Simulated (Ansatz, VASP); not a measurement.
## InSb: VASP beside Ansatz

File INCAR:

```
SYSTEM = InSb
ALGO = Normal
EDIFF = 1E-6
ENCUT = 520
GGA = CA
ISIF = 2
ISMEAR = -1
LASPH = .True.
LCHARG = .True.
LELF = .True.
LREAL = .False.
LVHAR = .True.
LWAVE = .False.
NBANDS = 26
NELM = 60
PREC = Accurate
SIGMA = 0.08
```

Contents of KPOINTS:

```
k-points
0
Gamma
  6 6 11
  0 0 0
```

Contents of POSCAR:

```
InSb
1.0
    5.4641400000      0.0000000000      0.0000000000
    0.0000000000      5.8262400000      0.0000000000
    0.0000000000      0.0000000000      3.0630000000
In Sb
2 2
Direct
    0.0000000000      0.0000000000      0.0000000000
    0.5000000000      0.5000000000      0.0000000000
    0.5000000000      0.0000000000      0.8350000000
    0.0000000000      0.5000000000      0.1650000000
```

Input for Ansatz:

```yaml
crystal:
  lattice:
    - [5.46414, 0.0, 0.0]
    - [0.0, 5.82624, 0.0]
    - [0.0, 0.0, 3.063]
  atoms:
    - { symbol: In, position: [0.0, 0.0, 0.0] }
    - { symbol: In, position: [0.5, 0.5, 0.0] }
    - { symbol: Sb, position: [0.5, 0.0, 0.835] }
    - { symbol: Sb, position: [0.0, 0.5, 0.165] }
kpoints:
  mp_grid: { grid: [6, 6, 11] }
  band_path:
    path:
      - [0.0, 0.0, 0.0]
      - [0.5, 0.0, 0.0]
      - [0.5, 0.5, 0.0]
      - [0.0, 0.5, 0.0]
      - [0.0, 0.0, 0.0]
      - [0.0, 0.0, 0.5]
      - [0.5, 0.0, 0.5]
      - [0.5, 0.5, 0.5]
      - [0.0, 0.5, 0.5]
    npoints: 5
scf:
  occupations: { method: fermi_dirac, width: 0.08 }
hamiltonian:
  xc: lda
  pseudopotentials: { kind: all_electron, lapw: { basis_error: 0.001 } }
output:
  forces: true
  stress: true
  eigenvalues: true
```

Change from the starting cell: equal xx and yy strain of +2 %.

Alike in both runs: task single point; functional LDA; k mesh 6 × 6 × 11; occupations fermi-dirac, width 0.08 eV; no spin polarisation.

```csv
,VASP,Ansatz
version,VASP 6.6.1,Ansatz 0.2.0
potentials or method,"VASP PAW LDA potentials, release 64 (In_d, Sb), cutoff 520 eV","all-electron LAPW, scalar-relativistic"
```

|  | VASP | Ansatz | Ansatz less VASP |
| --- | --- | --- | --- |
| pressure (GPa) | 7.4 | 7.2 | -0.21 |
| traceless stress, the component that is largest in VASP (GPa) | 8.36 | 8.32 | -0.045 |
| rms of the force components (eV/Å) | 0.194 | 0.192 | -0.0022 |

LDA's correlation is that of Perdew and Zunger in VASP and of Perdew and Wang (1992) in Ansatz. Atom by atom the forces differ by 0.002 eV/Å (rms over components). Ansatz ran all-electron here, and VASP with PAW potentials.

Neither program's run includes spin-orbit coupling.
